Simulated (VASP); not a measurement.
# Hg (I4_1/amd) in VASP: relaxation of cell and atoms with PBEsol

Aim: the relaxation of cell and atoms of Hg with PBEsol.

Everything below comes from runs of VASP 6.6.1. Logs are shortened: lines on timing, memory, paths and dates and some standing lists are left out, and cuts for length are marked.

**1. The cell of the first run**

It takes space group I4_1/amd (No. 141, tetragonal). Conventional cell: a = 5.860 Å, b = 5.860 Å, c = 3.145 Å, α = 90.00°, β = 90.00°, γ = 90.00°. Within 4.0 Å of Hg (site symmetry -4m2) lie 10 Hg at 3.03 to 3.76 Å.

**2. Relaxation of cell and atoms, PBEsol**

INCAR reads:

```
  ALGO = Normal
  EDIFF = 1E-7
  EDIFFG = -0.005
  ENCUT = 500
  GGA = PS
  GGA_COMPAT = F
  IBRION = 2
  ISIF = 3
  ISMEAR = 0
  LASPH = T
  LCHARG = F
  LREAL = F
  LWAVE = F
  NELM = 120
  NELMIN = 4
  NSW = 100
  PREC = Accurate
  SIGMA = 0.1
```

KPOINTS reads:

```
k-points
0
Gamma
  16 16 16
```

POSCAR reads:

```
Hg
1.0
   -2.9297541400      2.9297541400      1.5725525500
    2.9297541400     -2.9297541400      1.5725525500
    2.9297541400      2.9297541400     -1.5725525500
Hg
2
Direct
    0.7500000000      0.2500000000      0.5000000000
    0.0000000000      0.0000000000      0.0000000000
```

Potentials or basis: VASP PAW PBE potentials, release 64 (Hg_sv_GW).

Run with:

```
$ cat potpaw_PBE.64/Hg_sv_GW/POTCAR > POTCAR
$ mpirun -np 1 vasp_std > vasp.out
```

OUTCAR:

```text
EDIFF = 1E-7
   EDIFFG = -0.005
   ENCUT = 500
   GGA = PS
   IBRION = 2
   ISIF = 3
   ISMEAR = 0
   LASPH = T
   LREAL = F
   NELM = 120
   NELMIN = 4
   NSW = 100
   PREC = Accurate

 ion  position               nearest neighbor table
   1  0.750  0.250  0.500-   2 3.03   2 3.03   2 3.03   2 3.03
   2  0.000  0.000  0.000-   1 3.03   1 3.03   1 3.03   1 3.03

  LATTYP: Found a body centered tetragonal cell.
 ALAT       =     5.8595082800
 C/A-ratio  =     0.5367523945

  Lattice vectors:

 A1 = (  -2.9297541400,   2.9297541400,   1.5725525500)
 A2 = (   2.9297541400,  -2.9297541400,   1.5725525500)
 A3 = (   2.9297541400,   2.9297541400,  -1.5725525500)

Analysis of symmetry for initial positions (statically):
=====================================================================
 Subroutine PRICEL returns:
 Original cell was already a primitive cell.

 Routine SETGRP: Setting up the symmetry group for a
 body centered tetragonal supercell.

 Subroutine GETGRP returns: Found 16 space group operations
 (whereof  8 operations were pure point group operations)
 out of a pool of 16 trial point group operations.

The static configuration has the point symmetry D_2d.
 The point group associated with its full space group is D_4h.

Analysis of symmetry for dynamics (positions and initial velocities):
=====================================================================
 Subroutine PRICEL returns:
 Original cell was already a primitive cell.

 Routine SETGRP: Setting up the symmetry group for a
 body centered tetragonal supercell.

 Subroutine GETGRP returns: Found 16 space group operations
 (whereof  8 operations were pure point group operations)
 out of a pool of 16 trial point group operations.

The dynamic configuration has the point symmetry D_2d.
 The point group associated with its full space group is D_4h.

 Subroutine INISYM returns: Found 16 space group operations
 (whereof  8 operations are pure point group operations),
 and found     1 'primitive' translations

----------------------------------------------------------------------------------------

                                     Primitive cell

  volume of cell :      53.9918

  direct lattice vectors                    reciprocal lattice vectors
    -2.929754140  2.929754140  1.572552550     0.000000000  0.170662785  0.317954398
[... 94 lines left out ...]
   POTIM  = 0.5000    time-step for ionic-motion
   TEBEG  =    0.0;   TEEND  =   0.0 temperature during run
   PSTRESS=    0.0 pullay stress
   NELECT =      40.0000    total number of electrons
   NUPDOWN=      -1.0000    fix difference up-down
   EMIN   =  10.00;   EMAX   =-10.00  energy-range for DOS
   EFERMI =   0.00;   METHOD = LEGACY
   ISMEAR =     0;   SIGMA  =   0.10  broadening in eV -4-tet -1-fermi 0-gaus
   EFERMI_NEDOS =   21; number of points for ismear=-14 and -15
   IALGO  =     38    algorithm
   IMIX   =      4    mixing-type and parameters
     AMIX     =   0.40;   BMIX     =  1.00
     AMIX_MAG =   1.60;   BMIX_MAG =  1.00
  volume/ion in A,a.u.               =      27.00       182.18
  Fermi-wavevector in a.u.,A,eV,Ry     =   1.481332  2.799311 29.855858  2.194344
  Thomas-Fermi vector in A             =   2.595255
   LORBIT       =      0    0 simple, 1 ext, 2 COOP (PROOUT), +10 PAW based schemes
   GGA     = PS    functional components
   LHFCALC =     F    Hartree Fock is set to
   AEXX    =    0.0000 exact exchange contribution
   IVDW    =     0    specifies the selected vdW correction
   LEPSILON=     F    determine dielectric tensor
   LRPA    =     F    only Hartree local field effects (RPA)
 conjugate gradient relaxation of ions
 non-spin polarized calculation
 Gauss-broadening in eV      SIGMA  =   0.10
  energy-cutoff  :      500.00
  volume of cell :       53.99
 maximum number of plane-waves:      1389
   NGX = 17   NGY = 17   NGZ = 17

--------------------------------------- Ionic step        1  -------------------------------------------

 number of electron      40.0000000 magnetization

 Free energy of the ion-electron system (eV)
  ---------------------------------------------------
  ext. energy  EPLUGINS =         0.00000000
  ---------------------------------------------------
  free energy    TOTEN  =        -1.12666954 eV

  energy without entropy =       -1.12413308  energy(sigma->0) =       -1.12540131

------------------------ aborting loop because EDIFF is reached ----------------------------------------

  FORCE on cell =-STRESS in cart. coord.  units (eV):
  Direction    XX          YY          ZZ          XY          YZ          ZX
  --------------------------------------------------------------------------------------
  -------------------------------------------------------------------------------------
  Total       -1.1441853     -1.1441853     -1.2681696      0.0000000      0.0000000      0.0000000
  in kB      -33.9530999    -33.9530999    -37.6322694      0.0000000      0.0000000      0.0000000
  external PRESSURE =     -35.1794897 kB  Pullay stress =       0.0000000 kB
[... 167 lines left out ...]
--------------------------------------- Ionic step        6  -------------------------------------------

 number of electron      39.9999993 magnetization

 Free energy of the ion-electron system (eV)
  ---------------------------------------------------
  ext. energy  EPLUGINS =         0.00000000
  ---------------------------------------------------
  free energy    TOTEN  =        -1.18598094 eV

  energy without entropy =       -1.18380241  energy(sigma->0) =       -1.18489168

 E-fermi :   5.4510     XC(G=0): -11.2399

 val. band max:        5.4270500869   @ k =   0.1875   0.1875   0.0625
 cond. band min:       5.4686927082   @ k =  -0.3750   0.5000   0.2500
 fundamental gap:      0.0416426213
 Fermi energy:         5.4509612601

 k-point     1 :       0.0000    0.0000    0.0000
  band No.  band energies     occupation
      1    -109.5976      2.00000
      2    -109.5942      2.00000
      3     -57.9099      2.00000
      4     -57.9099      2.00000
      5     -57.8594      2.00000
      6     -57.8586      2.00000
[... 637 lines left out ...]
     23      13.4893      0.00000
     24      16.1893      0.00000

 [... further k-points ...]

------------------------ aborting loop because EDIFF is reached ----------------------------------------

  FORCE on cell =-STRESS in cart. coord.  units (eV):
  Direction    XX          YY          ZZ          XY          YZ          ZX
  --------------------------------------------------------------------------------------
  -------------------------------------------------------------------------------------
  Total        0.0081900      0.0081900     -0.0078014      0.0000000      0.0000000      0.0000000
  in kB        0.2666720      0.2666720     -0.2540219      0.0000000      0.0000000      0.0000000
  external PRESSURE =       0.0931073 kB  Pullay stress =       0.0000000 kB
[... 17 lines left out ...]
  FREE ENERGIE OF THE ION-ELECTRON SYSTEM (eV)
  ---------------------------------------------------
  free  energy   TOTEN  =        -1.1859809363 eV

  energy  without entropy=       -1.1838024139  energy(sigma->0) =       -1.18489168

 reached required accuracy - stopping structural energy minimisation
```

CONTCAR:

```text
Hg
   1.00000000000000
    -2.8565080660248792    2.8565080660248792    1.5075916317436640
     2.8565080660248792   -2.8565080660248792    1.5075916317436640
     2.8565080660248792    2.8565080660248792   -1.5075916317436640
  Hg
     2
Direct
     0.7500000000000000    0.2500000000000000    0.5000000000000000
     0.0000000000000000    0.0000000000000000    0.0000000000000000

  0.00000000E+00  0.00000000E+00  0.00000000E+00
  0.00000000E+00  0.00000000E+00  0.00000000E+00
```

Run time: 19 min. Hardware: 1 thread of Intel Xeon Platinum 8488C (Sapphire Rapids), shared host; peak memory 0.52 GiB.

Results:

* Free energy: -1.1860 eV
* Relaxed volume: 24.60 Å³/atom
* Relaxed cell: a = 4.312 Å, b = 4.312 Å, c = 4.312 Å, α = 97.02°, β = 97.02°, γ = 139.07°
* Space group after relaxing (to 0.1 Å): I4_1/amd (No. 141)
* Energy gained by relaxing: 29.7 meV/atom
* Ionic steps: 6
* Pressure after relaxing: 0.0 GPa
* Band gap on the k mesh: zero (bands 20 and 21 overlap by 5.01 eV)

The path:
```
step  energy change (eV)  largest force (eV/Å)  pressure (GPa)  volume (Å³)
   1              0.0000                0.0000           -3.52        53.99
   2             -0.0580                0.0000           -0.22        49.49
   3             -0.0581                0.0000            0.01        49.26
   4             -0.0590                0.0000            0.02        49.24
   5             -0.0593                0.0000            0.02        49.21
   6             -0.0593                0.0000            0.01        49.21
```

Final structure:
```cif
data_structure
_symmetry_space_group_name_H-M 'P 1'
_symmetry_Int_Tables_number 1
_cell_length_a 4.3119
_cell_length_b 4.3119
_cell_length_c 4.3119
_cell_angle_alpha 97.022
_cell_angle_beta 97.022
_cell_angle_gamma 139.070
_cell_volume 49.21
loop_
_atom_site_label
_atom_site_type_symbol
_atom_site_fract_x
_atom_site_fract_y
_atom_site_fract_z
_atom_site_occupancy
Hg1 Hg 0.75000 0.25000 0.50000 1
Hg2 Hg 0.00000 0.00000 0.00000 1
```

Caveat: the PAW data sets were made with another functional, which shifts forces and pressure a little; spin-orbit coupling is left out, which moves the levels of the heavy elements.

The gap in the log of VASP goes by the Fermi energy; the results here count the filled bands.